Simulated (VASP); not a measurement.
# GaN (GaN (P6_3mc)) (P6_3mc) in VASP: single point with PBE

Aim: the single point of GaN (GaN (P6_3mc)) with PBE.

Program: VASP 6.6.1. These are calculated values, not measurements. Logs are shortened: lines on timing, memory, paths and dates and some standing lists are left out, and cuts for length are marked.

## (1) The cell of the first run

It takes space group P6_3mc (No. 186, hexagonal). Conventional cell: a = 3.219 Å, b = 3.219 Å, c = 5.244 Å, α = 90.00°, β = 90.00°, γ = 120.00°. Within 2.6 Å of Ga (site symmetry 3m) lie 4 N at 1.97 to 1.98 Å. Within 2.6 Å of N (site symmetry 3m) lie 4 Ga at 1.97 to 1.98 Å.

## (2) Single point, PBE

File INCAR:

```
SYSTEM = GaN
ALGO = Normal ; EDIFF = 1E-7
ENCUT = 520 ; GGA = PE
ISIF = 2 ; ISMEAR = -1
LASPH = .True. ; LCHARG = .False.
LREAL = .False. ; LWAVE = .False.
NBANDS = 26 ; NELM = 80
PREC = Accurate ; SIGMA = 0.01
```

File KPOINTS:

```
k-points
0
Gamma
  10 10 6
  0 0 0
```

File POSCAR:

```
GaN
1.0
    3.2186213455      0.0000000000      0.0000000000
   -1.6093106728      2.7874078504      0.0000000000
    0.0000000000      0.0000000000      5.2435339701
Ga N
2 2
Direct
    0.6666666667      0.3333333333      0.4991368641
    0.3333333333      0.6666666667      0.9991368641
    0.6666666667      0.3333333333      0.8758631359
    0.3333333333      0.6666666667      0.3758631359
```

Potentials or basis: VASP PAW PBE potentials, release 64 (Ga_d, N).

Launch:

```console
> cat potpaw_PBE.64/Ga_d/POTCAR potpaw_PBE.64/N/POTCAR > POTCAR
> mpirun -np 1 vasp_std > vasp.out
```

OUTCAR:

```text
SYSTEM = GaN
   EDIFF = 1E-7
   ENCUT = 520
   GGA = PE
   ISIF = 2
   ISMEAR = -1
   LASPH = .True.
   LREAL = .False.
   NELM = 80
   PREC = Accurate

 ion  position               nearest neighbor table
   1  0.667  0.333  0.499-   4 1.97   4 1.97   4 1.97   3 1.98
   2  0.333  0.667  0.999-   3 1.97   3 1.97   3 1.97   4 1.98
   3  0.667  0.333  0.876-   2 1.97   2 1.97   2 1.97   1 1.98
   4  0.333  0.667  0.376-   1 1.97   1 1.97   1 1.97   2 1.98

  LATTYP: Found a hexagonal cell.
 ALAT       =     3.2186213455
 C/A-ratio  =     1.6291242141

  Lattice vectors:

 A1 = (   3.2186213455,   0.0000000000,   0.0000000000)
 A2 = (  -1.6093106728,   2.7874078504,   0.0000000000)
 A3 = (   0.0000000000,   0.0000000000,   5.2435339701)

Analysis of symmetry for initial positions (statically):
=====================================================================
 Subroutine PRICEL returns:
 Original cell was already a primitive cell.

 Routine SETGRP: Setting up the symmetry group for a
 hexagonal supercell.

 Subroutine GETGRP returns: Found 12 space group operations
 (whereof  6 operations were pure point group operations)
 out of a pool of 24 trial point group operations.

The static configuration has the point symmetry C_3v.
 The point group associated with its full space group is C_6v.

Analysis of symmetry for dynamics (positions and initial velocities):
=====================================================================
 Subroutine PRICEL returns:
 Original cell was already a primitive cell.

 Routine SETGRP: Setting up the symmetry group for a
 hexagonal supercell.

 Subroutine GETGRP returns: Found 12 space group operations
 (whereof  6 operations were pure point group operations)
 out of a pool of 24 trial point group operations.

The dynamic configuration has the point symmetry C_3v.
 The point group associated with its full space group is C_6v.

 Subroutine INISYM returns: Found 12 space group operations
 (whereof  6 operations are pure point group operations),
 and found     1 'primitive' translations

----------------------------------------------------------------------------------------

                                     Primitive cell

  volume of cell :      47.0429

  direct lattice vectors                    reciprocal lattice vectors
     3.218621345  0.000000000  0.000000000     0.310692030  0.179378127  0.000000000
    -1.609310673  2.787407850  0.000000000     0.000000000  0.358756254  0.000000000
     0.000000000  0.000000000  5.243533970     0.000000000  0.000000000  0.190711075

  length of vectors
     3.218621345  3.218621346  5.243533970     0.358756254  0.358756254  0.190711075

  position of ions in fractional coordinates (direct lattice)
     0.666666667  0.333333333  0.499136864
     0.333333333  0.666666667  0.999136864
     0.666666667  0.333333333  0.875863136
     0.333333333  0.666666667  0.375863136

  ion indices of the primitive-cell ions
   primitive index   ion index
                 1           1
                 2           2
                 3           3
                 4           4

----------------------------------------------------------------------------------------

 KPOINTS: k-points

Automatic generation of k-mesh.
 Grid dimensions read from file:
 generate k-points for:   10   10    6

 Generating k-lattice:

  Cartesian coordinates                     Fractional coordinates (reciprocal lattice)
     0.031069203  0.017937813  0.000000000     0.100000000 -0.000000000  0.000000000
     0.000000000  0.035875625  0.000000000     0.000000000  0.100000000  0.000000000
     0.000000000  0.000000000  0.031785179     0.000000000  0.000000000  0.166666667

  Length of vectors
     0.035875625  0.035875625  0.031785179

  Shift w.r.t. Gamma in fractional coordinates (k-lattice)
     0.000000000  0.000000000  0.000000000

 Subroutine IBZKPT returns following result:
 ===========================================

 Found     56 irreducible k-points:

 Following reciprocal coordinates:
            Coordinates               Weight
  0.000000  0.000000  0.000000      1.000000
  0.100000 -0.000000  0.000000      6.000000
  0.200000 -0.000000  0.000000      6.000000
  0.300000 -0.000000  0.000000      6.000000
  0.400000 -0.000000  0.000000      6.000000
  0.500000  0.000000  0.000000      3.000000
[... 16 lines left out ...]
  0.300000  0.100000  0.166667     24.000000
  0.400000  0.100000  0.166667     24.000000
 [... further k-points ...]
   k-points           NKPTS =     56   k-points in BZ     NKDIM =     56   number of bands    NBANDS=     26
   number of dos      NEDOS =    301   number of ions     NIONS =      4
   total plane-waves  NPLWV =  23040
   dimension x,y,z NGX =    24 NGY =   24 NGZ =   40
   dimension x,y,z NGXF=    48 NGYF=   48 NGZF=   80
   ions per type =               2   2
   NGX,Y,Z   is equivalent  to a cutoff of  12.40, 12.40, 12.68 a.u.
   NGXF,Y,Z  is equivalent  to a cutoff of  24.79, 24.79, 25.36 a.u.
 SYSTEM =  GaN
   PREC   = accura    normal or accurate (medium, high low for compatibility)
   ISTART =      0    job   : 0-new  1-cont  2-samecut
   ICHARG =      2    charge: 1-file 2-atom 10-const
   ISPIN  =      1    spin polarized calculation?
   LNONCOLLINEAR =      F non collinear calculations
   LSORBIT =      F    spin-orbit coupling
   LASPH  =      T    aspherical Exc in radial PAW
   ENCUT  =  520.0 eV  38.22 Ry    6.18 a.u.   5.98  5.98  9.75*2*pi/ulx,y,z
   NELM   =     80;   NELMIN=  2; NELMDL= -5     # of ELM steps
   EDIFF  = 0.1E-06   stopping-criterion for ELM
   LREAL  =      F    real-space projection
   EDIFFG = 0.1E-05   stopping-criterion for IOM
   NSW    =      0    number of steps for IOM
   IBRION =     -1    ionic relax: 0-MD 1-quasi-New 2-CG
   NFREE  =      0    steps in history (QN), initial steepest desc. (CG)
   ISIF   =      2    stress and relaxation
   ISYM   =      2    0-nonsym 1-usesym 2-fastsym
   POTIM  = 0.5000    time-step for ionic-motion
   TEBEG  =    0.0;   TEEND  =   0.0 temperature during run
   PSTRESS=    0.0 pullay stress
   NELECT =      36.0000    total number of electrons
   NUPDOWN=      -1.0000    fix difference up-down
   EMIN   =  10.00;   EMAX   =-10.00  energy-range for DOS
   EFERMI =   0.00;   METHOD = LEGACY
   ISMEAR =    -1;   SIGMA  =   0.01  broadening in eV -4-tet -1-fermi 0-gaus
   EFERMI_NEDOS =   21; number of points for ismear=-14 and -15
   IALGO  =     38    algorithm
   IMIX   =      4    mixing-type and parameters
     AMIX     =   0.40;   BMIX     =  1.00
     AMIX_MAG =   1.60;   BMIX_MAG =  1.00
  volume/ion in A,a.u.               =      11.76        79.37
  Fermi-wavevector in a.u.,A,eV,Ry     =   1.497422  2.829717 30.507966  2.242272
  Thomas-Fermi vector in A             =   2.609312
   LORBIT       =      0    0 simple, 1 ext, 2 COOP (PROOUT), +10 PAW based schemes
   GGA     = PE    functional components
   LHFCALC =     F    Hartree Fock is set to
   AEXX    =    0.0000 exact exchange contribution
   IVDW    =     0    specifies the selected vdW correction
   LEPSILON=     F    determine dielectric tensor
   LRPA    =     F    only Hartree local field effects (RPA)
 non-spin polarized calculation
  energy-cutoff  :      520.00
  volume of cell :       47.04
 maximum number of plane-waves:      1296
 NGX is ok and might be reduce to    24
   NGX = 11   NGY = 11   NGZ = 19

 number of electron      35.9999957 magnetization

 Free energy of the ion-electron system (eV)
  ---------------------------------------------------
  ext. energy  EPLUGINS =         0.00000000
  ---------------------------------------------------
  free energy    TOTEN  =       -24.32781560 eV

  energy without entropy =      -24.32781560  energy(sigma->0) =      -24.32781560

 E-fermi :   5.2865     XC(G=0): -11.5139

 val. band max:        5.0065245923   @ k =   0.0000   0.0000   0.0000
 cond. band min:       6.7207756166   @ k =   0.0000   0.0000   0.0000
 fundamental gap:      1.7142510243
 Fermi energy:         5.2864618017

 k-point     1 :       0.0000    0.0000    0.0000
  band No.  band energies     occupation
      1     -10.7270      2.00000
      2      -9.9045      2.00000
      3      -8.4140      2.00000
      4      -8.3996      2.00000
      5      -8.3996      2.00000
      6      -8.3439      2.00000
[... 18 lines left out ...]
     25      16.4926      0.00000
     26      16.4926      0.00000

 k-point     2 :       0.1000   -0.0000    0.0000
  band No.  band energies     occupation
      1     -10.6354      2.00000
      2      -9.8824      2.00000
      3      -8.4046      2.00000
      4      -8.3865      2.00000
      5      -8.3662      2.00000
      6      -8.3330      2.00000
[... 18 lines left out ...]
     25      16.0685      0.00000
     26      16.7015      0.00000

 k-point     3 :       0.2000   -0.0000    0.0000
  band No.  band energies     occupation
      1     -10.4008      2.00000
      2      -9.8331      2.00000
      3      -8.3758      2.00000
      4      -8.3580      2.00000
      5      -8.3068      2.00000
      6      -8.2792      2.00000
[... 18 lines left out ...]
     25      16.2489      0.00000
     26      17.1633      0.00000

 k-point     4 :       0.3000   -0.0000    0.0000
  band No.  band energies     occupation
      1     -10.1381      2.00000
      2      -9.7891      2.00000
      3      -8.3537      2.00000
      4      -8.3373      2.00000
      5      -8.2651      2.00000
      6      -8.2225      2.00000
[... 18 lines left out ...]
     25      16.3147      0.00000
     26      17.8041      0.00000

 k-point     5 :       0.4000   -0.0000    0.0000
  band No.  band energies     occupation
      1      -9.9658      2.00000
      2      -9.7658      2.00000
      3      -8.3498      2.00000
      4      -8.3320      2.00000
      5      -8.2484      2.00000
      6      -8.2007      2.00000
[... 18 lines left out ...]
     25      16.9195      0.00000
     26      17.9813      0.00000

 k-point     6 :       0.5000    0.0000    0.0000
  band No.  band energies     occupation
      1      -9.9116      2.00000
      2      -9.7596      2.00000
      3      -8.3523      2.00000
      4      -8.3321      2.00000
      5      -8.2431      2.00000
      6      -8.2041      2.00000
[... 427 lines left out ...]
 k-point    21 :       0.1000    0.1000    0.1667
  band No.  band energies     occupation
      1     -10.4079      2.00000
      2      -9.8632      2.00000
      3      -8.3788      2.00000
      4      -8.3642      2.00000
      5      -8.3209      2.00000
      6      -8.3132      2.00000
[... 18 lines left out ...]
     25      15.6579      0.00000
     26      16.8522      0.00000

 k-point    22 :       0.2000    0.1000    0.1667
  band No.  band energies     occupation
      1     -10.1749      2.00000
      2      -9.8103      2.00000
      3      -8.3515      2.00000
      4      -8.3442      2.00000
      5      -8.2895      2.00000
      6      -8.2645      2.00000
[... 18 lines left out ...]
     25      15.8992      0.00000
     26      17.4248      0.00000

 k-point    23 :       0.3000    0.1000    0.1667
  band No.  band energies     occupation
      1      -9.9806      2.00000
      2      -9.7739      2.00000
      3      -8.3456      2.00000
      4      -8.3314      2.00000
      5      -8.2610      2.00000
      6      -8.2134      2.00000
[... 18 lines left out ...]
     25      16.1913      0.00000
     26      17.8161      0.00000

 k-point    24 :       0.4000    0.1000    0.1667
  band No.  band energies     occupation
      1      -9.8849      2.00000
      2      -9.7595      2.00000
      3      -8.3526      2.00000
      4      -8.3253      2.00000
      5      -8.2473      2.00000
      6      -8.2117      2.00000
[... 18 lines left out ...]
     25      16.8099      0.00000
     26      18.0800      0.00000

 [... further k-points ...]
[... 5 lines left out ...]
  --------------------------------------------------------------------------------------
  -------------------------------------------------------------------------------------
  Total        0.0199715      0.0199715      0.0308543     -0.0000000      0.0000000      0.0000000
  in kB        0.6801861      0.6801861      1.0508300     -0.0000000      0.0000000      0.0000000
  external PRESSURE =       0.8037341 kB  Pullay stress =       0.0000000 kB

 VOLUME and BASIS-vectors are now :
 -----------------------------------------------------------------------------
  energy-cutoff  :      520.00
  volume of cell :       47.04
      direct lattice vectors                 reciprocal lattice vectors
     3.218621345  0.000000000  0.000000000     0.310692030  0.179378127  0.000000000
    -1.609310673  2.787407850  0.000000000     0.000000000  0.358756254  0.000000000
     0.000000000  0.000000000  5.243533970     0.000000000  0.000000000  0.190711075

 POSITION                                       TOTAL-FORCE (eV/Angst)
 -----------------------------------------------------------------------------------
      1.60931      0.92914      2.61724        -0.000000     -0.000000     -0.000492
     -0.00000      1.85827      5.23901         0.000000      0.000000     -0.000492
      1.60931      0.92914      4.59262         0.000000     -0.000000      0.000492
     -0.00000      1.85827      1.97085        -0.000000     -0.000000      0.000492
 -----------------------------------------------------------------------------------
    total drift:                               -0.000001     -0.000001     -0.001233

  FREE ENERGIE OF THE ION-ELECTRON SYSTEM (eV)
  ---------------------------------------------------
  free  energy   TOTEN  =       -24.3278156016 eV

  energy  without entropy=      -24.3278156016  energy(sigma->0) =      -24.32781560
```

It took 42 s on 1 thread of Intel Xeon 6975P-C (Granite Rapids), shared host; peak memory 0.19 GiB.

Results:

| Item | Value |
| --- | --- |
| Free energy | -24.3278 eV |
| Pressure | 0.1 GPa |
| Band gap on the k mesh | 1.71 eV, direct |
